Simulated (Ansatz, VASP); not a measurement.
**One calculation of Cu, two programs**

```xyz
1
Lattice="-1.4428 1.4428 1.3761 1.4428 -1.4428 1.3761 1.4428 1.4428 -1.3761" Properties=species:S:1:pos:R:3 pbc="T T T"
Cu    0.0000    0.0000    0.0000
```

Alike in both runs: task single point; functional PBE; k mesh 13 × 13 × 13; occupations gaussian, width 0.018 eV; no spin polarisation.

|  | VASP | Ansatz |
| --- | --- | --- |
| version | VASP 6.6.1 | Ansatz 0.2.0 |
| potentials or method | VASP PAW PBE potentials, release 64 (Cu_sv_GW) | Ansatz PAW |
| plane-wave cutoff (eV) | 820 | 420 |
| valence electrons in the cell | 19 | 19 |

|  | VASP | Ansatz | Ansatz less VASP |
| --- | --- | --- | --- |
| gap on the k mesh at the Fermi level (eV) | none | none | - |
| pressure (GPa) | 6.1 | 7.2 | +1.17 |
| traceless stress, the component that is largest in VASP (GPa) | 0.20 | 0.19 | -0.010 |

A gap of «none» marks a metal or a gap that the smearing closes.
